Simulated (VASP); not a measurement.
# LiH (Fm-3m) in VASP: further runs

The runs below take LiH through single point, with PBEsol, HSE06, PBE0, PBE.

Program: VASP 6.6.1. These are calculated values, not measurements. Logs are shortened: lines on timing, memory, paths and dates and some standing lists are left out, and cuts for length are marked.

**1. The cell of the first run**

Symmetry: Fm-3m, No. 225, cubic system. The conventional cell has a = 4.074 Å, b = 4.074 Å, c = 4.074 Å, α = 90.00°, β = 90.00°, γ = 90.00°. Li (site symmetry m-3m) has 6 H at 2.04 Å within 2.7 Å. Within 2.7 Å of H (site symmetry m-3m) lie 6 Li at 2.04 Å.

**2. Single point, PBEsol**

Contents of INCAR:

```
PREC     = Accurate       # precision mode
ENCUT    = 520            # plane-wave cutoff, eV
EDIFF    = 1E-6           # SCF threshold, eV
ISMEAR   = -1             # smearing method
SIGMA    = 0.05           # smearing width, eV
LREAL    = F              # projectors in reciprocal space
LASPH    = T              # aspherical terms in the spheres
NELM     = 100            # most SCF steps
ALGO     = Normal         # electronic algorithm
ISIF     = 2              # what is computed and relaxed
LWAVE    = F              # write WAVECAR
LCHARG   = F              # write CHGCAR
GGA      = PS             # functional
NBANDS   = 9              # bands
```

Contents of KPOINTS:

```
regular mesh
0
Gamma
  8 8 8
```

Contents of POSCAR:

```
LiH
1.0
    0.0000000000      2.0367500000      2.0367500000
    2.0367500000      0.0000000000      2.0367500000
    2.0367500000      2.0367500000      0.0000000000
Li H
1 1
Direct
    0.0000000000      0.0000000000      0.0000000000
    0.5000000000      0.5000000000      0.5000000000
```

Potentials or basis: VASP PAW PBE potentials, release 64 (Li_sv, H).

Started as:

```
cat potpaw_PBE.64/Li_sv/POTCAR potpaw_PBE.64/H/POTCAR > POTCAR
mpirun -np 1 vasp_std > vasp.out
```

OUTCAR:

```text
PREC = Accurate
   ENCUT = 520
   EDIFF = 1E-6
   ISMEAR = -1
   LREAL = F
   LASPH = T
   NELM = 100
   ISIF = 2
   GGA = PS

 ion  position               nearest neighbor table
   1  0.000  0.000  0.000-
   2  0.500  0.500  0.500-

  LATTYP: Found a face centered cubic cell.
 ALAT       =     4.0735000000

  Lattice vectors:

 A1 = (   0.0000000000,   2.0367500000,   2.0367500000)
 A2 = (   2.0367500000,   0.0000000000,   2.0367500000)
 A3 = (   2.0367500000,   2.0367500000,   0.0000000000)

Analysis of symmetry for initial positions (statically):
=====================================================================
 Subroutine PRICEL returns:
 Original cell was already a primitive cell.

 Routine SETGRP: Setting up the symmetry group for a
 face centered cubic supercell.

 Subroutine GETGRP returns: Found 48 space group operations
 (whereof 48 operations were pure point group operations)
 out of a pool of 48 trial point group operations.

The static configuration has the point symmetry O_h .

Analysis of symmetry for dynamics (positions and initial velocities):
=====================================================================
 Subroutine PRICEL returns:
 Original cell was already a primitive cell.

 Routine SETGRP: Setting up the symmetry group for a
 face centered cubic supercell.

 Subroutine GETGRP returns: Found 48 space group operations
 (whereof 48 operations were pure point group operations)
 out of a pool of 48 trial point group operations.

The dynamic configuration has the point symmetry O_h .

 Subroutine INISYM returns: Found 48 space group operations
 (whereof 48 operations are pure point group operations),
 and found     1 'primitive' translations

----------------------------------------------------------------------------------------

                                     Primitive cell

  volume of cell :      16.8983

  direct lattice vectors                    reciprocal lattice vectors
     0.000000000  2.036750000  2.036750000    -0.245489137  0.245489137  0.245489137
     2.036750000  0.000000000  2.036750000     0.245489137 -0.245489137  0.245489137
     2.036750000  2.036750000  0.000000000     0.245489137  0.245489137 -0.245489137

  length of vectors
     2.880399473  2.880399473  2.880399473     0.425199658  0.425199658  0.425199658

  position of ions in fractional coordinates (direct lattice)
     0.000000000  0.000000000  0.000000000
     0.500000000  0.500000000  0.500000000

  ion indices of the primitive-cell ions
   primitive index   ion index
                 1           1
                 2           2

----------------------------------------------------------------------------------------

 KPOINTS: regular mesh

Automatic generation of k-mesh.
 Grid dimensions read from file:
 generate k-points for:    8    8    8

 Generating k-lattice:

  Cartesian coordinates                     Fractional coordinates (reciprocal lattice)
    -0.030686142  0.030686142  0.030686142     0.125000000  0.000000000  0.000000000
     0.030686142 -0.030686142  0.030686142     0.000000000  0.125000000  0.000000000
     0.030686142  0.030686142 -0.030686142     0.000000000  0.000000000  0.125000000

  Length of vectors
     0.053149957  0.053149957  0.053149957

  Shift w.r.t. Gamma in fractional coordinates (k-lattice)
     0.000000000  0.000000000  0.000000000

 Subroutine IBZKPT returns following result:
 ===========================================

 Found     29 irreducible k-points:

 Following reciprocal coordinates:
            Coordinates               Weight
  0.000000  0.000000  0.000000      1.000000
  0.125000  0.000000  0.000000      8.000000
  0.250000  0.000000  0.000000      8.000000
  0.375000  0.000000  0.000000      8.000000
  0.500000  0.000000  0.000000      4.000000
  0.125000  0.125000  0.000000      6.000000
[... 16 lines left out ...]
  0.500000  0.250000  0.125000     48.000000
 -0.375000  0.250000  0.125000     24.000000
 [... further k-points ...]
   k-points           NKPTS =     29   k-points in BZ     NKDIM =     29   number of bands    NBANDS=      9
   number of dos      NEDOS =    301   number of ions     NIONS =      2
   total plane-waves  NPLWV =  13824
   dimension x,y,z NGX =    24 NGY =   24 NGZ =   24
   dimension x,y,z NGXF=    48 NGYF=   48 NGZF=   48
   ions per type =               1   1
   NGX,Y,Z   is equivalent  to a cutoff of  13.85, 13.85, 13.85 a.u.
   NGXF,Y,Z  is equivalent  to a cutoff of  27.70, 27.70, 27.70 a.u.
 SYSTEM =  unknown system
   PREC   = accura    normal or accurate (medium, high low for compatibility)
   ISTART =      0    job   : 0-new  1-cont  2-samecut
   ICHARG =      2    charge: 1-file 2-atom 10-const
   ISPIN  =      1    spin polarized calculation?
   LNONCOLLINEAR =      F non collinear calculations
   LSORBIT =      F    spin-orbit coupling
   LASPH  =      T    aspherical Exc in radial PAW
   ENCUT  =  520.0 eV  38.22 Ry    6.18 a.u.   5.36  5.36  5.36*2*pi/ulx,y,z
   NELM   =    100;   NELMIN=  2; NELMDL= -5     # of ELM steps
   EDIFF  = 0.1E-05   stopping-criterion for ELM
   LREAL  =      F    real-space projection
   EDIFFG = 0.1E-04   stopping-criterion for IOM
   NSW    =      0    number of steps for IOM
   IBRION =     -1    ionic relax: 0-MD 1-quasi-New 2-CG
   NFREE  =      0    steps in history (QN), initial steepest desc. (CG)
   ISIF   =      2    stress and relaxation
   ISYM   =      2    0-nonsym 1-usesym 2-fastsym
   POTIM  = 0.5000    time-step for ionic-motion
   TEBEG  =    0.0;   TEEND  =   0.0 temperature during run
   PSTRESS=    0.0 pullay stress
   NELECT =       4.0000    total number of electrons
   NUPDOWN=      -1.0000    fix difference up-down
   EMIN   =  10.00;   EMAX   =-10.00  energy-range for DOS
   EFERMI =   0.00;   METHOD = LEGACY
   ISMEAR =    -1;   SIGMA  =   0.05  broadening in eV -4-tet -1-fermi 0-gaus
   EFERMI_NEDOS =   21; number of points for ismear=-14 and -15
   IALGO  =     38    algorithm
   IMIX   =      4    mixing-type and parameters
     AMIX     =   0.40;   BMIX     =  1.00
     AMIX_MAG =   1.60;   BMIX_MAG =  1.00
  volume/ion in A,a.u.               =       8.45        57.02
  Fermi-wavevector in a.u.,A,eV,Ry     =   1.012699  1.913724 13.953585  1.025560
  Thomas-Fermi vector in A             =   2.145824
   LORBIT       =      0    0 simple, 1 ext, 2 COOP (PROOUT), +10 PAW based schemes
   GGA     = PS    functional components
   LHFCALC =     F    Hartree Fock is set to
   AEXX    =    0.0000 exact exchange contribution
   IVDW    =     0    specifies the selected vdW correction
   LEPSILON=     F    determine dielectric tensor
   LRPA    =     F    only Hartree local field effects (RPA)
 non-spin polarized calculation
  energy-cutoff  :      520.00
  volume of cell :       16.90
 maximum number of plane-waves:       469
 NGX is ok and might be reduce to    24
   NGX = 11   NGY = 11   NGZ = 11

 number of electron       3.9999999 magnetization

 Free energy of the ion-electron system (eV)
  ---------------------------------------------------
  ext. energy  EPLUGINS =         0.00000000
  ---------------------------------------------------
  free energy    TOTEN  =        -6.11249575 eV

  energy without entropy =       -6.11249575  energy(sigma->0) =       -6.11249575

 E-fermi :   1.0913     XC(G=0):  -8.4566

 val. band max:       -0.0643030442   @ k =   0.5000   0.5000   0.0000
 cond. band min:       2.7202718371   @ k =   0.5000   0.5000   0.0000
 fundamental gap:      2.7845748813
 Fermi energy:         1.0913399941

 k-point     1 :       0.0000    0.0000    0.0000
  band No.  band energies     occupation
      1     -43.8116      2.00000
      2      -5.4241      2.00000
      3      15.4190      0.00000
      4      17.1921      0.00000
      5      17.1921      0.00000
      6      17.1921      0.00000
      7      21.7057      0.00000
      8      21.7057      0.00000
      9      21.7057      0.00000

 k-point     2 :       0.1250    0.0000    0.0000
  band No.  band energies     occupation
      1     -43.8056      2.00000
      2      -5.1526      2.00000
      3      13.2716      0.00000
      4      15.8837      0.00000
      5      16.6501      0.00000
      6      16.6501      0.00000
      7      21.2512      0.00000
      8      22.8544      0.00000
      9      22.8544      0.00000

 k-point     3 :       0.2500    0.0000    0.0000
  band No.  band energies     occupation
      1     -43.7910      2.00000
      2      -4.3714      2.00000
      3       9.2353      0.00000
      4      14.4419      0.00000
      5      15.9674      0.00000
      6      15.9674      0.00000
      7      21.3232      0.00000
      8      21.3232      0.00000
      9      22.6435      0.00000

 k-point     4 :       0.3750    0.0000    0.0000
  band No.  band energies     occupation
      1     -43.7763      2.00000
      2      -3.2790      2.00000
      3       5.9326      0.00000
      4      13.4456      0.00000
      5      15.7498      0.00000
      6      15.7499      0.00000
      7      19.2170      0.00000
      8      19.2170      0.00000
      9      24.7706      0.00000
[... 205 lines left out ...]
 k-point    22 :       0.3750    0.2500    0.1250
  band No.  band energies     occupation
      1     -43.7802      2.00000
      2      -3.6128      2.00000
      3       9.1175      0.00000
      4       9.8375      0.00000
      5      13.6202      0.00000
      6      16.9133      0.00000
      7      19.3139      0.00000
      8      22.9523      0.00000
      9      26.5952      0.00000

 k-point    23 :       0.5000    0.2500    0.1250
  band No.  band energies     occupation
      1     -43.7685      2.00000
      2      -2.4544      2.00000
      3       6.1679      0.00000
      4       8.7069      0.00000
      5      12.9416      0.00000
      6      16.1311      0.00000
      7      21.4419      0.00000
      8      23.4540      0.00000
      9      26.0933      0.00000

 k-point    24 :      -0.3750    0.2500    0.1250
  band No.  band energies     occupation
      1     -43.7636      2.00000
      2      -1.7393      2.00000
      3       4.7217      0.00000
      4       8.4284      0.00000
      5      12.6869      0.00000
      6      15.7476      0.00000
      7      22.1746      0.00000
      8      25.1320      0.00000
      9      26.2963      0.00000

 [... further k-points ...]

------------------------ aborting loop because EDIFF is reached ----------------------------------------

  FORCE on cell =-STRESS in cart. coord.  units (eV):
  Direction    XX          YY          ZZ          XY          YZ          ZX
  --------------------------------------------------------------------------------------
  -------------------------------------------------------------------------------------
  Total       -0.2591380     -0.2591380     -0.2591380      0.0000000     -0.0000000     -0.0000000
  in kB      -24.5696285    -24.5696285    -24.5696285      0.0000000     -0.0000000     -0.0000000
  external PRESSURE =     -24.5696285 kB  Pullay stress =       0.0000000 kB

 VOLUME and BASIS-vectors are now :
 -----------------------------------------------------------------------------
  energy-cutoff  :      520.00
  volume of cell :       16.90
      direct lattice vectors                 reciprocal lattice vectors
     0.000000000  2.036750000  2.036750000    -0.245489137  0.245489137  0.245489137
     2.036750000  0.000000000  2.036750000     0.245489137 -0.245489137  0.245489137
     2.036750000  2.036750000  0.000000000     0.245489137  0.245489137 -0.245489137

 POSITION                                       TOTAL-FORCE (eV/Angst)
 -----------------------------------------------------------------------------------
      0.00000      0.00000      0.00000        -0.000000      0.000000     -0.000000
      2.03675      2.03675      2.03675         0.000000     -0.000000      0.000000
 -----------------------------------------------------------------------------------
    total drift:                                0.000000     -0.000000     -0.000000

  FREE ENERGIE OF THE ION-ELECTRON SYSTEM (eV)
  ---------------------------------------------------
  free  energy   TOTEN  =        -6.1124957496 eV

  energy  without entropy=       -6.1124957496  energy(sigma->0) =       -6.11249575
```

Run time: 5.3 s. Hardware: 1 thread of Intel Xeon 8259CL, shared host; peak memory 0.13 GiB.

What came out:

```yaml
Free_energy: -6.1125 eV
Band_gap_on_the_k_mesh: 2.78 eV, direct
```

Levels at points of the mesh, in eV from the valence-band top:
```csv
k point,band 1,band 2,band 3,band 4,band 5,band 6,band 7
"(0.00, 0.00, 0.00)",-43.75,-5.36,15.48,17.26,17.26,17.26,21.77
"(0.50, 0.00, 0.00)",-43.71,-2.57,4.59,13.16,15.88,15.88,18.42
"(0.50, 0.50, 0.00)",-43.69,0.00,2.78,10.39,10.39,13.40,16.51
```

Caveat: the cutoff is under 1.25 times the usual one of these potentials, so pressure, stress and relaxed cells hold a basis-set (Pulay) error; the PAW data sets were made with another functional, which shifts forces and pressure a little.

**3. Single point, HSE06**

POSCAR is that of step 2.

Contents of INCAR.step1:

```
SYSTEM = LiH
  PREC = Accurate
  ENCUT = 520
  EDIFF = 1E-5
  ISMEAR = -1
  SIGMA = 0.05
  LREAL = .False.
  LASPH = .True.
  NELM = 80
  ALGO = Normal
  ISIF = 2
  LWAVE = .True.
  LCHARG = .False.
  NBANDS = 9
  GGA = PE
```

Contents of INCAR.step2:

```
SYSTEM = LiH
  PREC = Accurate
  ENCUT = 520
  EDIFF = 1E-6
  ISMEAR = -1
  SIGMA = 0.05
  LREAL = .False.
  LASPH = .True.
  NELM = 80
  ALGO = Normal
  ISIF = 2
  LWAVE = .False.
  LCHARG = .False.
  GGA = PE
  LHFCALC = .True.
  HFSCREEN = 0.2079
  PRECFOCK = Normal
  NBANDS = 9
  ISTART = 1
```

Contents of KPOINTS:

```
regular mesh
0
Gamma
  8 8 8
  0 0 0
```

Potentials or basis: VASP PAW PBE potentials, release 64 (Li_sv, H).

Started as:

```
cat potpaw_PBE.64/Li_sv/POTCAR potpaw_PBE.64/H/POTCAR > POTCAR
cp INCAR.step1 INCAR
mpirun -np 1 vasp_std > vasp.out
cp INCAR.step2 INCAR
mpirun -np 1 vasp_std > vasp.out
```

Run time: 11 min. Hardware: 1 thread of Intel Xeon 8259CL, shared host; peak memory 0.24 GiB.

Results (log left out):

```
Free energy            : -6.7798 eV
Band gap on the k mesh : 4.00 eV, direct
```

Levels at points of the mesh, in eV from the valence-band top:
```csv
k point,band 1,band 2,band 3,band 4,band 5,band 6
"(0.00, 0.00, 0.00)",-47.34,-5.87,17.29,18.96,18.96,18.96
"(0.50, 0.00, 0.00)",-47.30,-2.72,5.83,14.82,17.56,17.56
"(0.50, 0.50, 0.00)",-47.29,0.00,4.00,11.92,11.92,14.97
```

Caveat: the cutoff is under 1.25 times the usual one of these potentials, so pressure, stress and relaxed cells hold a basis-set (Pulay) error; the PAW data sets were made with another functional, which shifts forces and pressure a little. A k mesh can miss the band edges.

**4. Single point, PBE0**

POSCAR is that of step 3.

Contents of INCAR.step1:

```
SYSTEM = LiH
PREC = Accurate
ENCUT = 520
EDIFF = 1E-5
ISMEAR = -1
SIGMA = 0.05
LREAL = .False.
LASPH = .True.
NELM = 80
ALGO = Normal
ISIF = 2
LWAVE = .True.
NBANDS = 9
GGA = PE
```

Contents of INCAR.step2:

```
SYSTEM = LiH
PREC = Accurate
ENCUT = 520
EDIFF = 1E-6
ISMEAR = -1
SIGMA = 0.05
LREAL = .False.
LASPH = .True.
NELM = 80
ALGO = Normal
ISIF = 2
LWAVE = .False.
LCHARG = .True.
GGA = PE
LHFCALC = .True.
AEXX = 0.25
PRECFOCK = Normal
LELF = .True.
LVHAR = .True.
NBANDS = 9
ISTART = 1
```

KPOINTS is that of step 3.

Started as:

```
cat potpaw_PBE.64/Li_sv/POTCAR potpaw_PBE.64/H/POTCAR > POTCAR
cp INCAR.step1 INCAR
mpirun -np 1 vasp_std > vasp.out
cp INCAR.step2 INCAR
mpirun -np 1 vasp_std > vasp.out
```

It took 13 min on 1 thread of Intel Xeon 8259CL, shared host; peak memory 0.14 GiB.

The run converged. Its results:

```
Free energy            : -7.1305 eV
Band gap on the k mesh : 4.70 eV, direct
```

Levels at points of the mesh, in eV from the valence-band top:
```tsv
k point	band 1	band 2	band 3	band 4	band 5	band 6	band 7
(0.00, 0.00, 0.00)	-47.40	-5.94	18.04	19.74	19.74	19.74	24.22
(0.50, 0.00, 0.00)	-47.36	-2.77	6.56	15.57	18.33	18.33	20.89
(0.50, 0.50, 0.00)	-47.34	0.00	4.70	12.68	12.68	15.69	18.99
```

Caveat: the cutoff is under 1.25 times the usual one of these potentials, so pressure, stress and relaxed cells hold a basis-set (Pulay) error; the PAW data sets were made with another functional, which shifts forces and pressure a little. A k mesh can miss the band edges.

**5. Single point, PBE**

This run uses another cell than the first one, of 7.94 Å³/atom, 0.940 times its volume.

Contents of INCAR:

```
PREC = Accurate
ENCUT = 520
EDIFF = 1E-6
ISMEAR = -1
SIGMA = 0.05
LREAL = False
LASPH = True
NELM = 80
ALGO = Normal
ISIF = 2
LWAVE = False
LCHARG = True
GGA = PE
LELF = True
LVHAR = True
NBANDS = 9
```

Contents of KPOINTS:

```
regular mesh
0
Gamma
  11 11 11
```

Contents of POSCAR:

```
LiH
1.0
    0.0000000000      1.9951720069      1.9951720069
    1.9951720069      0.0000000000      1.9951720069
    1.9951720069      1.9951720069      0.0000000000
Li H
1 1
Direct
    0.0000000000      0.0000000000      0.0000000000
    0.5000000000      0.5000000000      0.5000000000
```

Started as:

```
cat potpaw_PBE.64/Li_sv/POTCAR potpaw_PBE.64/H/POTCAR > POTCAR
mpirun -np 1 vasp_std > vasp.out
```

Run time: 7.2 s. Hardware: 1 thread of Intel Xeon 6975P-C, shared host; peak memory 0.13 GiB.

The run converged. Its results:

```
Free energy            : -6.1268 eV
Band gap on the k mesh : 3.17 eV, direct
```

Levels at points of the mesh, in eV from the valence-band top:
| k point | band 1 | band 2 | band 3 | band 4 | band 5 | band 6 |
| --- | --- | --- | --- | --- | --- | --- |
| (0.00, 0.00, 0.00) | -44.23 | -5.44 | 16.32 | 18.08 | 18.08 | 18.08 |

Caveat: the cutoff is under 1.25 times the usual one of these potentials, so pressure, stress and relaxed cells hold a basis-set (Pulay) error. A k mesh can miss the band edges.

**6. Single point, PBE**

This run uses another cell than the first one, of 8.96 Å³/atom, 1.060 times its volume.

Contents of INCAR:

```
ALGO = Normal
EDIFF = 1E-6
ENCUT = 520
GGA = PE
ISIF = 2
ISMEAR = -1
LASPH = T
LCHARG = T
LELF = T
LREAL = F
LVHAR = T
LWAVE = F
NBANDS = 9
NELM = 100
PREC = Accurate
SIGMA = 0.05
```

Contents of KPOINTS:

```
k-points
0
Gamma
  11 11 11
```

Contents of POSCAR:

```
LiH
1.0
    0.0000000000      2.0766964161      2.0766964161
    2.0766964161      0.0000000000      2.0766964161
    2.0766964161      2.0766964161      0.0000000000
Li H
1 1
Direct
    0.0000000000      0.0000000000      0.0000000000
    0.5000000000      0.5000000000      0.5000000000
```

Potentials or basis: VASP PAW PBE potentials, release 64 (Li_sv, H).

Started as:

```
cat potpaw_PBE.64/Li_sv/POTCAR potpaw_PBE.64/H/POTCAR > POTCAR
mpirun -np 1 vasp_std > vasp.out
```

It took 8.5 s on 1 thread of Intel Xeon 6975P-C, shared host; peak memory 0.13 GiB.

It converged, with:

```yaml
Free_energy: -6.1070 eV
Band_gap_on_the_k_mesh: 3.22 eV, direct
```

Levels at points of the mesh, in eV from the valence-band top:
```
           k point  band 1  band 2  band 3  band 4  band 5
(0.00, 0.00, 0.00)  -44.38   -5.00   14.80   16.87   16.87
```

Caveat: the cutoff is under 1.25 times the usual one of these potentials, so pressure, stress and relaxed cells hold a basis-set (Pulay) error.

**7. Overview**

```tsv
level	cell	k mesh	grid for exact exchange (PRECFOCK)	screening parameter	gap on the mesh (eV)
PBEsol	a = 2.880 Å, angles 60.0°, 2 atoms	8 × 8 × 8	-	-	2.78
HSE06	a = 2.880 Å, angles 60.0°, 2 atoms	8 × 8 × 8	Normal	0.2079 1/Å	4.00
PBE0	a = 2.880 Å, angles 60.0°, 2 atoms	8 × 8 × 8	Normal	-	4.70
PBE	a = 2.822 Å, angles 60.0°, 2 atoms	11 × 11 × 11	-	-	3.17
PBE	a = 2.937 Å, angles 60.0°, 2 atoms	11 × 11 × 11	-	-	3.22
```

Alike in all rows: task single point; potentials or basis VASP PAW PBE potentials, release 64 (Li_sv, H); no spin polarisation; cutoff (eV) 520; smearing fermi-dirac 0.05 eV.

On the cell as given the gap runs from 2.78 eV (PBEsol) to 4.70 eV (PBE0).

Caveats: the cutoff is under 1.25 times the usual one of these potentials, so pressure, stress and relaxed cells hold a basis-set (Pulay) error; the PAW data sets were made with another functional, which shifts forces and pressure a little (some runs).

Total energies depend on the potentials used, so only differences within one code and one set of settings carry meaning.
